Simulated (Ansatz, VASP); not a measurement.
Ca4Au in VASP and in Ansatz

```
Ca Au
1.0
    -1.82488    3.59681    6.95622
     1.82488   -3.59681    6.95622
     1.82488    3.59681   -6.95622
Ca Au
4 1
Direct
  0.11511 0.37073 0.74438
  0.88489 0.62927 0.25562
  0.37365 0.62927 0.74438
  0.62635 0.37073 0.25562
  0.00000 0.00000 0.00000
```

Change from the starting cell: species swapped into the CrB4 type (Immm, No. 71).

Alike in both runs: functional PBE; k mesh 6 × 6 × 6; occupations gaussian, width 0.1 eV; no spin polarisation.

Ansatz relaxed the structure, and its values are those at the end. VASP's run is a single point on that final structure, the one shown.

|  | VASP | Ansatz |
| --- | --- | --- |
| version | VASP 6.6.1 | Ansatz 0.2.0 |
| potentials or method | VASP PAW PBE potentials, release 64 (Ca_sv, Au), cutoff 520 eV | scalar-relativistic, plane waves, PAW |
| valence electrons in the cell | 51 | 59 |

|  | VASP | Ansatz | Ansatz less VASP |
| --- | --- | --- | --- |
| gap on the k mesh at the Fermi level (eV) | none | none | - |
| pressure (GPa) | 0.0 | 0.0 | -0.02 |
| rms of the force components (eV/Å) | 0.004 | 0.004 | +0.0002 |

A gap of «none» marks a metal or a gap that the smearing closes. VASP's potentials hold 51 valence electrons a cell and Ansatz's 59, so a difference there can come from the potentials and not from the codes.

Neither program's run includes spin-orbit coupling.
